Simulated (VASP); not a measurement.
# RbVO2: single point with PBE

The system is RbVO2.

```xyz
4
Lattice="2.6872 0.0000 0.0000 0.0000 2.6872 0.0000 0.0000 0.0000 7.3905" Properties=species:S:1:pos:R:3 pbc="T T T"
Rb    0.0000    0.0000    3.6953
V     1.3436    1.3436    0.0000
O     0.0000    0.0000    6.2691
O     0.0000    0.0000    1.1214
```

The cell was generated, and may not be a known phase.

```
Program             : VASP 6.6.1
Task                : single point
Functional          : PBE
Potentials or basis : VASP PAW PBE potentials, release 64 (Rb_sv, V_sv, O)
Cutoff              : 520 eV
k mesh              : 6 × 6 × 4
Occupations         : gaussian, width 0.1 eV
Spin                : collinear spin, ferromagnetic start
Starting moments    : [0.0, 0.94, 0.0, 0.0] μB
```

* Pressure: 0.7 GPa
* Largest force: 0.044 eV/Å
* Net moment: 0.22 μB per cell
* Site moments: Rb -0.01; V +0.27; O -0.02 μB
* Valence electrons inside the program's atomic spheres: Rb 7.49; V 11.26; O 4.95

Forces in eV/Å, atoms in the order of the input:
```
Rb   0.000  0.000  0.000
V    0.000  0.000  0.000
O    0.000  0.000 -0.044
O    0.000  0.000  0.044
```

Stress tensor (GPa, compression positive):
```
0.78 0.00 0.00
0.00 0.78 0.00
0.00 0.00 0.62
```

Levels at points of the mesh, in eV from the Fermi level:
Spin up:
```tsv
k point	band 15	band 16	band 17	band 18	band 19	band 20
(0.00, 0.00, 0.00)	-2.21	-2.21	-1.65	0.20	1.18	1.49
(0.50, 0.00, 0.00)	-1.92	-1.38	-1.28	0.77	1.25	1.62
(0.50, 0.50, 0.00)	-4.90	-1.55	-0.84	0.19	2.21	2.37
(0.00, 0.00, 0.50)	-2.30	-2.23	-2.23	0.35	1.18	1.58
(0.50, 0.00, 0.50)	-2.47	-1.44	-1.36	0.77	1.08	1.48
(0.50, 0.50, 0.50)	-4.83	-1.49	-1.36	0.08	2.21	2.55
```
Spin down:
```csv
k point,band 13,band 14,band 15,band 16,band 17,band 18,band 19,band 20,band 21,band 22
"(0.00, 0.00, 0.00)",-2.82,-2.27,-2.24,-2.24,-1.67,0.78,1.43,1.45,2.19,2.54
"(0.50, 0.00, 0.00)",-4.67,-3.49,-1.90,-1.42,-0.86,0.91,1.33,1.70,1.92,2.65
"(0.50, 0.50, 0.00)",-5.19,-4.92,-4.92,-1.65,-0.86,0.87,2.27,2.44,2.44,2.61
"(0.00, 0.00, 0.50)",-2.81,-2.68,-2.27,-2.26,-2.26,0.94,1.45,1.48,2.19,2.56
"(0.50, 0.00, 0.50)",-4.11,-3.50,-2.46,-1.41,-1.07,0.91,1.18,1.78,1.99,2.64
"(0.50, 0.50, 0.50)",-4.98,-4.98,-4.79,-1.62,-1.38,0.77,2.27,2.69,2.69,2.75
```

Run time: 44 s on 1 thread of Intel(R) Xeon(R) 6975P-C (Granite Rapids), with other jobs on the host, peak memory 0.22 GiB.

Caveat: the k points lie up to 0.39 Å⁻¹ apart; a moment this small can come from the mesh or the smearing; semilocal functionals often make such compounds metallic where correlation or magnetic order opens a gap, which also shifts bond lengths. With open d or f shells a metallic result of PBE can be an artefact of self-interaction; +U or a hybrid may open a gap.
